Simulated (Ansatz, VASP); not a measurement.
**S: VASP beside Ansatz**

INCAR

```
  PREC = Accurate
  ENCUT = 520
  EDIFF = 1E-7
  ISMEAR = 0
  SIGMA = 0.15
  LREAL = F
  LASPH = T
  NELM = 100
  ALGO = Normal
  ISIF = 2
  LWAVE = F
  LCHARG = T
  LELF = T
  LVHAR = T
  NBANDS = 9
```

File KPOINTS:

```
Automatic mesh
0
Gamma
  20 20 20
```

Contents of POSCAR:

```
S
1.0
    0.0000000000      1.9345198337      2.0541808543
    1.9345198337      0.0000000000      2.0541808543
    1.9345198337      1.9345198337      0.0000000000
S
1
Direct
    0.0000000000      0.0000000000      0.0000000000
```

Input for Ansatz:

```yaml
crystal:
  lattice:
    - [0.0, 1.9345198337, 2.0541808543]
    - [1.9345198337, 0.0, 2.0541808543]
    - [1.9345198337, 1.9345198337, 0.0]
  atoms:
    - { symbol: S, position: [0.0, 0.0, 0.0] }
basis:
  ecutwfc: 420
kpoints:
  mp_grid: { grid: [20, 20, 20] }
hamiltonian:
  xc: lda
scf:
  occupations: { method: gaussian, width: 0.15 }
output:
  forces: true
  stress: true
  eigenvalues: true
```

Change from the starting cell: strain -0.030 along x and y, +0.030 along z, atoms carried along.

Alike in both runs: task single point; functional LDA; k mesh 20 × 20 × 20; occupations gaussian, width 0.15 eV; no spin polarisation.

|  | VASP | Ansatz |
| --- | --- | --- |
| version | VASP 6.6.1 | Ansatz 0.2.0 |
| potentials or method | VASP PAW LDA potentials, release 64 (S), cutoff 520 eV | scalar-relativistic, plane waves, PAW |
| valence electrons in the cell | 6 | 6 |

Ansatz gave:

* gap on the k mesh at the Fermi level (eV): none
* pressure (GPa): -4.0
* traceless stress, the component that is largest in VASP (GPa): 3.35

Task: Which values does VASP return?

Result: gap on the k mesh at the Fermi level (eV): none; pressure (GPa): -4.1; traceless stress, the component that is largest in VASP (GPa): 3.34.

LDA's correlation is that of Perdew and Zunger in VASP and of Perdew and Wang (1992) in Ansatz. A gap of «none» marks a metal or a gap that the smearing closes.
